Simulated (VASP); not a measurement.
A run of VASP 6.6.1:

File INCAR:

```
SYSTEM = Ge13H7
ALGO = Normal
EDIFF = 1E-6
ENCUT = 520
GGA = PE
ISIF = 2
ISMEAR = -1
LASPH = .TRUE.
LCHARG = .FALSE.
LREAL = Auto
LWAVE = .FALSE.
NBANDS = 110
NELM = 100
PREC = Accurate
SIGMA = 0.2585
```

Contents of KPOINTS:

```
k-points
0
G
  4 3 3
  0 0 0
```

File POSCAR:

```
Ge13H7
1.0
    6.8906340000      0.2594100000      0.1123140000
    0.2594100000      7.1389950000      0.0092880000
    0.1123140000      0.0092880000      7.2079550000
H Ge
7 13
Direct
    0.0310168082      0.6958008861      0.6137365697
    0.3212188803      0.0796689366      0.9570356748
    0.9107564511      0.6751977368      0.5943644537
    0.6555480616      0.9061579965      0.0044602611
    0.5007888219      0.5847221412      0.8747363460
    0.5499681103      0.1259448316      0.4532728883
    0.7597586298      0.8155443264      0.9641768924
    0.1010699051      0.3340446847      0.9658015310
    0.5319750679      0.1980946149      0.0131140100
    0.0915353736      0.3044277800      0.5117573466
    0.9926534256      0.5613368095      0.2429599043
    0.5680955005      0.7499293523      0.3464231403
    0.7130761002      0.8365331253      0.7486684583
    0.7239396414      0.5014930350      0.9610808606
    0.1338140224      0.8952571616      0.1105937471
    0.7366436040      0.2629057790      0.3909338375
    0.9900905012      0.9638060791      0.4116284057
    0.4249957309      0.3131819784      0.6221992274
    0.3501509945      0.5242929735      0.2069297501
    0.3537336328      0.7413361144      0.6796359546
```

Potentials or basis: VASP PAW PBE potentials, release 64 (H, Ge_d).

Launch:

```sh
$ cat potpaw_PBE.64/H/POTCAR potpaw_PBE.64/Ge_d/POTCAR > POTCAR
$ mpirun -np 1 vasp_std > vasp.out
```

Hardware: 1 thread of Intel Xeon 8259CL (shared host).

**Question.** Estimate the wall time of this run.

**Answer.** It took 41 min on 1 thread of Intel Xeon 8259CL, with other jobs on the host, peak memory 0.67 GiB. Counts: scf iterations 16, k points 19.
